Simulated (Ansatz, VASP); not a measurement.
# Si4Se: VASP beside Ansatz

```
CELL_PARAMETERS angstrom
3.61134 0.00000 0.00000
-1.80567 3.12751 0.00000
0.00000 0.00000 7.73938
ATOMIC_POSITIONS crystal
Si 0.33333 0.66667 0.77250
Si 0.33333 0.66667 0.39999
Si 0.66667 0.33333 0.22750
Si 0.66667 0.33333 0.60001
Se 0.00000 0.00000 0.00000
```

Change from the starting cell: species swapped into the Co4H type (P-3m1, No. 164).

Alike in both runs: functional PBE; k mesh 6 × 6 × 2; occupations gaussian, width 0.1 eV; no spin polarisation.

Ansatz relaxed the structure, and its values are those at the end. VASP's run is a single point on that final structure, the one shown.

|  | VASP | Ansatz |
| --- | --- | --- |
| version | VASP 6.6.1 | Ansatz 0.2.0 |
| potentials or method | VASP PAW PBE potentials, release 64 (Si, Se), cutoff 520 eV | scalar-relativistic, plane waves, PAW |
| valence electrons in the cell | 22 | 32 |

Ansatz gave:

| Quantity | Value |
| --- | --- |
| gap on the k mesh at the Fermi level (eV) | none |
| pressure (GPa) | 0.2 |
| rms of the force components (eV/Å) | 0.006 |

**Question.** Estimate VASP's values.

**Answer.** gap on the k mesh at the Fermi level (eV): none; pressure (GPa): 0.2; rms of the force components (eV/Å): 0.009.

A gap of «none» marks a metal or a gap that the smearing closes. The functional is the same, so the differences come from potentials, cutoffs and numerics. VASP's potentials hold 22 valence electrons a cell and Ansatz's 32, so a difference there can come from the potentials and not from the codes.

The k mesh is coarse, so the values compare programs but aren't converged.
